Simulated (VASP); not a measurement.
# Rb (Im-3m) in VASP: notebook

Rb is run at these levels: PBE; tasks: single point.

Everything below comes from runs of VASP 6.6.1. Logs are shortened: lines on timing, memory, paths and dates and some standing lists are left out, and cuts for length are marked.

### 1 The cell of the first run

It takes space group Im-3m (No. 229, cubic). The conventional cell has a = 5.590 Å, b = 5.590 Å, c = 5.590 Å, α = 90.00°, β = 90.00°, γ = 90.00°.

### 2 Single point, PBE

Input file INCAR:

```
SYSTEM = Rb
  PREC = Accurate
  ENCUT = 520
  EDIFF = 1E-6
  ISMEAR = 0
  SIGMA = 0.05
  LREAL = .FALSE.
  LASPH = .TRUE.
  NELM = 100
  ALGO = Fast
  ISIF = 2
  LWAVE = .FALSE.
  LCHARG = .FALSE.
  GGA = PE
  NBANDS = 10
```

Input file KPOINTS:

```
Automatic mesh
0
G
  6 6 6
  0 0 0
```

Input file POSCAR:

```
Rb
1.0
   -2.7950000000      2.7950000000      2.7950000000
    2.7950000000     -2.7950000000      2.7950000000
    2.7950000000      2.7950000000     -2.7950000000
Rb
1
Direct
    0.0000000000      0.0000000000      0.0000000000
```

Potentials or basis: VASP PAW PBE potentials, release 64 (Rb_sv).

Run with:

```sh
> cat potpaw_PBE.64/Rb_sv/POTCAR > POTCAR
> mpirun -np 1 vasp_std > vasp.out
```

OUTCAR:

```text
SYSTEM = Rb
   PREC = Accurate
   ENCUT = 520
   EDIFF = 1E-6
   ISMEAR = 0
   LREAL = .FALSE.
   LASPH = .TRUE.
   NELM = 100
   ISIF = 2
   GGA = PE

 ion  position               nearest neighbor table
   1  0.000  0.000  0.000-

  LATTYP: Found a body centered cubic cell.
 ALAT       =     5.5900000000

  Lattice vectors:

 A1 = (  -2.7950000000,   2.7950000000,   2.7950000000)
 A2 = (   2.7950000000,  -2.7950000000,   2.7950000000)
 A3 = (   2.7950000000,   2.7950000000,  -2.7950000000)

Analysis of symmetry for initial positions (statically):
=====================================================================
 Subroutine PRICEL returns:
 Original cell was already a primitive cell.

 Routine SETGRP: Setting up the symmetry group for a
 body centered cubic supercell.

 Subroutine GETGRP returns: Found 48 space group operations
 (whereof 48 operations were pure point group operations)
 out of a pool of 48 trial point group operations.

The static configuration has the point symmetry O_h .

Analysis of symmetry for dynamics (positions and initial velocities):
=====================================================================
 Subroutine PRICEL returns:
 Original cell was already a primitive cell.

 Routine SETGRP: Setting up the symmetry group for a
 body centered cubic supercell.

 Subroutine GETGRP returns: Found 48 space group operations
 (whereof 48 operations were pure point group operations)
 out of a pool of 48 trial point group operations.

The dynamic configuration has the point symmetry O_h .

 Subroutine INISYM returns: Found 48 space group operations
 (whereof 48 operations are pure point group operations),
 and found     1 'primitive' translations

----------------------------------------------------------------------------------------

                                     Primitive cell

  volume of cell :      87.3384

  direct lattice vectors                    reciprocal lattice vectors
    -2.795000000  2.795000000  2.795000000     0.000000000  0.178890877  0.178890877
     2.795000000 -2.795000000  2.795000000     0.178890877  0.000000000  0.178890877
     2.795000000  2.795000000 -2.795000000     0.178890877  0.178890877  0.000000000

  length of vectors
     4.841082007  4.841082007  4.841082007     0.252989904  0.252989904  0.252989904

[... 71 lines left out ...]
   EDIFFG = 0.1E-04   stopping-criterion for IOM
   NSW    =      0    number of steps for IOM
   IBRION =     -1    ionic relax: 0-MD 1-quasi-New 2-CG
   NFREE  =      0    steps in history (QN), initial steepest desc. (CG)
   ISIF   =      2    stress and relaxation
   ISYM   =      2    0-nonsym 1-usesym 2-fastsym
   POTIM  = 0.5000    time-step for ionic-motion
   TEBEG  =    0.0;   TEEND  =   0.0 temperature during run
   PSTRESS=    0.0 pullay stress
   NELECT =       9.0000    total number of electrons
   NUPDOWN=      -1.0000    fix difference up-down
   EMIN   =  10.00;   EMAX   =-10.00  energy-range for DOS
   EFERMI =   0.00;   METHOD = LEGACY
   ISMEAR =     0;   SIGMA  =   0.05  broadening in eV -4-tet -1-fermi 0-gaus
   EFERMI_NEDOS =   21; number of points for ismear=-14 and -15
   IALGO  =     68    algorithm
   IMIX   =      4    mixing-type and parameters
     AMIX     =   0.40;   BMIX     =  1.00
     AMIX_MAG =   1.60;   BMIX_MAG =  1.00
  volume/ion in A,a.u.               =      87.34       589.39
  Fermi-wavevector in a.u.,A,eV,Ry     =   0.767516  1.450394  8.014922  0.589080
  Thomas-Fermi vector in A             =   1.868089
   LORBIT       =      0    0 simple, 1 ext, 2 COOP (PROOUT), +10 PAW based schemes
   GGA     = PE    functional components
   LHFCALC =     F    Hartree Fock is set to
   AEXX    =    0.0000 exact exchange contribution
   IVDW    =     0    specifies the selected vdW correction
   LEPSILON=     F    determine dielectric tensor
   LRPA    =     F    only Hartree local field effects (RPA)
 non-spin polarized calculation
 RMM-DIIS sequential band-by-band and
 Gauss-broadening in eV      SIGMA  =   0.05
  energy-cutoff  :      520.00
  volume of cell :       87.34
 maximum number of plane-waves:      2382
   NGX = 19   NGY = 19   NGZ = 19

 number of electron       9.0000000 magnetization

 Free energy of the ion-electron system (eV)
  ---------------------------------------------------
  ext. energy  EPLUGINS =         0.00000000
  ---------------------------------------------------
  free energy    TOTEN  =        -0.91657176 eV

  energy without entropy =       -0.91038008  energy(sigma->0) =       -0.91347592

 E-fermi :   0.1277     XC(G=0):  -5.5660

 val. band max:       -0.0964192928   @ k =   0.1667   0.1667   0.1667
 cond. band min:       0.1332766323   @ k =   0.3333   0.1667   0.0000
 fundamental gap:      0.2296959252
 Fermi energy:         0.1277148597

 k-point     1 :       0.0000    0.0000    0.0000
  band No.  band energies     occupation
      1     -28.7749      2.00000
      2     -12.8129      2.00000
      3     -12.8129      2.00000
      4     -12.8129      2.00000
      5      -1.9208      2.00000
      6       3.8230      0.00000
      7       3.8230      0.00000
      8       3.8230      0.00000
      9       4.7858      0.00000
     10       4.7858      0.00000
[... 183 lines left out ...]
 k-point    16 :       0.5000    0.5000    0.5000
  band No.  band energies     occupation
      1     -28.7657      2.00000
      2     -12.8915      2.00000
      3     -12.8915      2.00000
      4     -12.8915      2.00000
      5       1.3362      0.00000
      6       1.3362      0.00000
      7       3.4648      0.00000
      8       3.4648      0.00000
      9       3.4648      0.00000
     10       5.1295      0.00000

------------------------ aborting loop because EDIFF is reached ----------------------------------------

  FORCE on cell =-STRESS in cart. coord.  units (eV):
  Direction    XX          YY          ZZ          XY          YZ          ZX
  --------------------------------------------------------------------------------------
  -------------------------------------------------------------------------------------
  Total        0.0805757      0.0805757      0.0805757     -0.0000000     -0.0000000      0.0000000
  in kB        1.4781188      1.4781188      1.4781188     -0.0000000     -0.0000000      0.0000000
  external PRESSURE =       1.4781188 kB  Pullay stress =       0.0000000 kB

 VOLUME and BASIS-vectors are now :
 -----------------------------------------------------------------------------
  energy-cutoff  :      520.00
  volume of cell :       87.34
      direct lattice vectors                 reciprocal lattice vectors
    -2.795000000  2.795000000  2.795000000     0.000000000  0.178890877  0.178890877
     2.795000000 -2.795000000  2.795000000     0.178890877  0.000000000  0.178890877
     2.795000000  2.795000000 -2.795000000     0.178890877  0.178890877  0.000000000

 POSITION                                       TOTAL-FORCE (eV/Angst)
 -----------------------------------------------------------------------------------
      0.00000      0.00000      0.00000         0.000000     -0.000000      0.000000
 -----------------------------------------------------------------------------------
    total drift:                               -0.000000      0.000000      0.000000

  FREE ENERGIE OF THE ION-ELECTRON SYSTEM (eV)
  ---------------------------------------------------
  free  energy   TOTEN  =        -0.9165717643 eV

  energy  without entropy=       -0.9103800788  energy(sigma->0) =       -0.91347592
```

Wall time 5.4 s (1 thread of Intel Xeon 6975P-C (Granite Rapids), shared host); peak memory 0.19 GiB.

Results:

| Item | Value |
| --- | --- |
| Free energy | -0.9166 eV |
| Pressure | 0.1 GPa |

### 3 Single point, PBE

This run uses another cell than the first one, of 87.69 Å³/atom, 1.004 times its volume.

Input file INCAR:

```
  ALGO = Normal
  EDIFF = 1E-6
  ENCUT = 520
  GGA = PE
  ISIF = 2
  ISMEAR = 0
  LASPH = T
  LCHARG = F
  LREAL = F
  LWAVE = F
  NBANDS = 10
  NELM = 100
  PREC = Accurate
  SIGMA = 0.05
```

Input file KPOINTS:

```
k-points
0
Gamma
  6 6 6
```

Input file POSCAR:

```
Rb
1.0
   -2.7987217088      2.7987217088      2.7987217088
    2.7987217088     -2.7987217088      2.7987217088
    2.7987217088      2.7987217088     -2.7987217088
Rb
1
Direct
    0.0000000000      0.0000000000      0.0000000000
```

Potentials or basis: VASP PAW PBE potentials, release 64 (Rb_sv).

Run with:

```sh
> cat potpaw_PBE.64/Rb_sv/POTCAR > POTCAR
> mpirun -np 1 vasp_std > vasp.out
```

OUTCAR:

```text
EDIFF = 1E-6
   ENCUT = 520
   GGA = PE
   ISIF = 2
   ISMEAR = 0
   LASPH = T
   LREAL = F
   NELM = 100
   PREC = Accurate

 ion  position               nearest neighbor table
   1  0.000  0.000  0.000-

  LATTYP: Found a body centered cubic cell.
 ALAT       =     5.5974434176

  Lattice vectors:

 A1 = (  -2.7987217088,   2.7987217088,   2.7987217088)
 A2 = (   2.7987217088,  -2.7987217088,   2.7987217088)
 A3 = (   2.7987217088,   2.7987217088,  -2.7987217088)

[... 376 lines left out ...]
     10       5.0927      0.00000

------------------------ aborting loop because EDIFF is reached ----------------------------------------

  FORCE on cell =-STRESS in cart. coord.  units (eV):
  Direction    XX          YY          ZZ          XY          YZ          ZX
  --------------------------------------------------------------------------------------
  -------------------------------------------------------------------------------------
  Total        0.0747265      0.0747265      0.0747265      0.0000000      0.0000000     -0.0000000
  in kB        1.3653567      1.3653567      1.3653567      0.0000000      0.0000000     -0.0000000
  external PRESSURE =       1.3653567 kB  Pullay stress =       0.0000000 kB

 VOLUME and BASIS-vectors are now :
 -----------------------------------------------------------------------------
  energy-cutoff  :      520.00
  volume of cell :       87.69
      direct lattice vectors                 reciprocal lattice vectors
    -2.798721709  2.798721709  2.798721709     0.000000000  0.178652989  0.178652989
     2.798721709 -2.798721709  2.798721709     0.178652989  0.000000000  0.178652989
     2.798721709  2.798721709 -2.798721709     0.178652989  0.178652989  0.000000000

 POSITION                                       TOTAL-FORCE (eV/Angst)
 -----------------------------------------------------------------------------------
      0.00000      0.00000      0.00000         0.000000      0.000000      0.000000
 -----------------------------------------------------------------------------------
    total drift:                               -0.000000      0.000000      0.000000

  FREE ENERGIE OF THE ION-ELECTRON SYSTEM (eV)
  ---------------------------------------------------
  free  energy   TOTEN  =        -0.9168853737 eV

  energy  without entropy=       -0.9106936882  energy(sigma->0) =       -0.91378953
```

It took 5.9 s on 1 thread of Intel Xeon 6975P-C (Granite Rapids), shared host; peak memory 0.19 GiB.

What came out:

```
Free energy : -0.9169 eV
Pressure    : 0.1 GPa
```

Levels at points of the mesh, in eV from the Fermi level:
```
           k point  band 2  band 3  band 4  band 5  band 6  band 7
(0.00, 0.00, 0.00)  -12.94  -12.94  -12.94   -2.04    3.69    3.69
(0.50, 0.00, 0.00)  -13.05  -12.98  -12.94    0.21    0.79    2.57
(0.50, 0.50, 0.50)  -13.02  -13.02  -13.02    1.21    1.21    3.33
```

### 4 Single point, PBE

This run uses another cell than the first one, of 91.87 Å³/atom, 1.052 times its volume.

Input file INCAR:

```
ALGO     = Fast           # electronic algorithm
EDIFF    = 1E-7           # SCF threshold, eV
ENCUT    = 520            # plane-wave cutoff, eV
GGA      = PE             # functional
ISIF     = 2              # what is computed and relaxed
ISMEAR   = 0              # smearing method
LASPH    = True           # aspherical terms in the spheres
LCHARG   = False          # write CHGCAR
LREAL    = False          # projectors in reciprocal space
LWAVE    = False          # write WAVECAR
NBANDS   = 10             # bands
NELM     = 60             # most SCF steps
PREC     = Accurate       # precision mode
SIGMA    = 0.05           # smearing width, eV
```

KPOINTS is that of step 3.

Input file POSCAR:

```
Rb
1.0
   -2.8425680228      2.8425680228      2.8425680228
    2.8425680228     -2.8425680228      2.8425680228
    2.8425680228      2.8425680228     -2.8425680228
Rb
1
Direct
    0.0000000000      0.0000000000      0.0000000000
```

Run with:

```sh
> cat potpaw_PBE.64/Rb_sv/POTCAR > POTCAR
> mpirun -np 1 vasp_std > vasp.out
```

Run time: 13 s. Hardware: 1 thread of Intel Xeon 6975P-C (Granite Rapids), shared host; peak memory 0.22 GiB.

The run converged. Its results:

* Free energy: -0.9186 eV
* Pressure: 0.0 GPa

Levels at points of the mesh, in eV from the Fermi level:
| k point | band 2 | band 3 | band 4 | band 5 | band 6 | band 7 |
| --- | --- | --- | --- | --- | --- | --- |
| (0.00, 0.00, 0.00) | -12.97 | -12.97 | -12.97 | -1.98 | 3.65 | 3.65 |
| (0.50, 0.00, 0.00) | -13.06 | -13.00 | -12.97 | 0.22 | 0.75 | 2.56 |
| (0.50, 0.50, 0.50) | -13.04 | -13.04 | -13.04 | 1.25 | 1.25 | 3.21 |

### 5 Single point, PBE

This run uses another cell than the first one, of 91.87 Å³/atom, 1.052 times its volume.

Edit INCAR of step 4 so:

```diff
@@ -1,2 +1,2 @@
-ALGO     = Fast           # electronic algorithm
+ALGO     = Normal         # electronic algorithm
 EDIFF    = 1E-7           # SCF threshold, eV
```

KPOINTS is that of step 4.

Input file POSCAR:

```
Rb
1.0
   -2.8425680213      2.8425680213      2.8425680213
    2.8425680213     -2.8425680213      2.8425680213
    2.8425680213      2.8425680213     -2.8425680213
Rb
1
Direct
    0.0000000000      0.0000000000      0.0000000000
```

Run with:

```sh
> cat potpaw_PBE.64/Rb_sv/POTCAR > POTCAR
> mpirun -np 1 vasp_std > vasp.out
```

Wall time 19 s (1 thread of AMD EPYC 7R13 (Zen 3), shared host); peak memory 0.2 GiB.

The run converged. Its results:

| Property | Result |
| --- | --- |
| Free energy | -0.9186 eV |
| Pressure | 0.0 GPa |

Levels at points of the mesh, in eV from the Fermi level:
```tsv
k point	band 1	band 2	band 3	band 4	band 5	band 6	band 7	band 8
(0.00, 0.00, 0.00)	-28.93	-12.97	-12.97	-12.97	-1.98	3.65	3.65	3.65
(0.50, 0.00, 0.00)	-28.92	-13.06	-13.00	-12.97	0.22	0.75	2.56	4.21
(0.50, 0.50, 0.50)	-28.92	-13.04	-13.04	-13.04	1.25	1.25	3.21	3.21
```

### 6 The runs side by side

| cell | gap on the mesh (eV) | pressure (GPa) |
| --- | --- | --- |
| a = 4.841 Å, angles 109.5°, 1 atom | none | 0.1 |
| a = 4.848 Å, angles 109.5°, 1 atom | none | 0.1 |
| a = 4.923 Å, angles 109.5°, 1 atom | none | 0.0 |

Alike in all rows: task single point; level PBE; potentials or basis VASP PAW PBE potentials, release 64 (Rb_sv); no spin polarisation; k mesh 6 × 6 × 6; cutoff (eV) 520; smearing gaussian 0.05 eV.

Absolute energies hang on the potentials; compare differences alone.
